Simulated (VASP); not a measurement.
Input of a VASP 6.6.1 run:

File INCAR:

```
SYSTEM = Au
PREC = Accurate
ENCUT = 520
EDIFF = 1E-6
ISMEAR = 0
SIGMA = 0.15
LREAL = .False.
LASPH = .True.
NELM = 60
ALGO = Fast
ISIF = 2
LWAVE = .False.
LCHARG = .False.
GGA = PS
NBANDS = 12
```

Contents of KPOINTS:

```
Automatic mesh
0
Gamma
  26 26 26
  0 0 0
```

Contents of POSCAR:

```
Au
1.0
   -1.5400197247      1.5400197247      1.6210733944
    1.5400197247     -1.5400197247      1.6210733944
    1.5400197247      1.5400197247     -1.6210733944
Au
1
Direct
    0.0000000000      0.0000000000      0.0000000000
```

Potentials or basis: VASP PAW PBE potentials, release 64 (Au).

Launch:

```sh
$ cat potpaw_PBE.64/Au/POTCAR > POTCAR
$ mpirun -np 1 vasp_std > vasp.out
```

Problem. Predict the pressure.

Solution. 23.8 GPa.

Stress tensor (GPa, compression positive):
```
23.70  0.00  0.00
 0.00 23.70  0.00
 0.00  0.00 24.04
```

Caveat: the cell differs from its parent crystal (strain -0.050 along x and y, +0.000 along z); the PAW data sets were made with another functional, which shifts forces and pressure a little.
